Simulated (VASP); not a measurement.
**GaAs: vibrations by perturbation theory with PBEsol**

GaAs:

```xyz
2
Lattice="2.7521 2.7521 0.0000 -2.7521 2.7521 0.0000 0.0000 2.7521 2.7521" Properties=species:S:1:pos:R:3 pbc="T T T"
Ga    0.0000    0.0000    0.0000
As    1.3760    4.1281    1.3760
```

| Quantity | Value |
| --- | --- |
| Program | VASP 6.6.1 |
| Task | vibrations by perturbation theory |
| Functional | PBEsol |
| Potentials or basis | VASP PAW PBE potentials, release 64 (Ga_d, As) |
| Cutoff | 520 eV |
| k mesh | 8 × 8 × 8 |
| Occupations | gaussian, width 0.01 eV |
| Spin | no spin polarisation |
| Dipole correction | no |
| Further INCAR settings | ALGO = Normal; EDIFF = 1e-08; NBANDS = 16; IBRION = 8; NSW = 1 |

- Highest phonon frequency at Γ, LO-TO splitting left out: 291 cm⁻¹

Phonon frequencies in cm⁻¹ (negative: imaginary):
```
              q point        frequencies
(0.000, 0.000, 0.000)  0 0 0 291 291 291
```

Run time: 3.6 min on 1 thread of Intel(R) Xeon(R) Platinum 8375C CPU @ 2.90GHz (Ice Lake), with other jobs on the host, peak memory 0.29 GiB.

Caveat: the cell wasn't relaxed at this level first, which shifts response properties.
